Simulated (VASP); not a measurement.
Input of a VASP 6.6.1 run:

INCAR

```
SYSTEM = Tl
ALGO = Normal ; EDIFF = 1E-7
ENCUT = 520 ; GGA = PE
ISIF = 2 ; ISMEAR = -1
LASPH = .True. ; LCHARG = .False.
LREAL = .False. ; LWAVE = .False.
NBANDS = 12 ; NELM = 100
PREC = Accurate ; SIGMA = 0.13605693000000002
```

The input KPOINTS:

```
k-points
0
Gamma
  10 10 10
  0 0 0
```

POSCAR

```
Tl
1.0
    3.2543137983      0.0000000000      0.0000000000
    0.0000000000      3.2543137983      0.0000000000
    0.0000000000      0.0000000000      3.2543137983
Tl
1
Direct
    0.0000000000      0.0000000000      0.0000000000
```

Potentials or basis: VASP PAW PBE potentials, release 64 (Tl_d).

The run is started by

```console
$ cat potpaw_PBE.64/Tl_d/POTCAR > POTCAR
$ mpirun -np 1 vasp_std > vasp.out
```

**Question.** Predict the pressure.

**Answer.** -0.1 GPa.
